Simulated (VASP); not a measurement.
Runs of VASP 6.6.1 on KF. The structure is that of space group Pmmm (No. 47), or close to it. The cells are those of the table. 

```csv
cell,k mesh,gap on the mesh (eV),moment (μB)
"a = 9.000, b = 9.300, c = 4.877 Å, 2 atoms",1 × 1 × 13,4.27,0.00
"a = 9.000, b = 9.300, c = 4.785 Å, 2 atoms",1 × 1 × 13,4.26,0.00
"a = 11.200, b = 9.300, c = 4.781 Å, 2 atoms",1 × 1 × 25,(a),0.00
"a = 10.100, b = 9.300, c = 4.785 Å, 2 atoms",1 × 1 × 15,4.30,0.00
"a = 9.000, b = 9.300, c = 4.782 Å, 2 atoms",1 × 1 × 13,4.26,0.00
```

Alike in all rows: task single point; level PBE; potentials or basis VASP PAW PBE potentials, release 64 (K_sv, F); spin collinear; cutoff (eV) 520; smearing gaussian 0.05 eV.

**Question.** Fill in the values left out.

**Answer.** (a) 4.33.

A k mesh can miss the band edges.
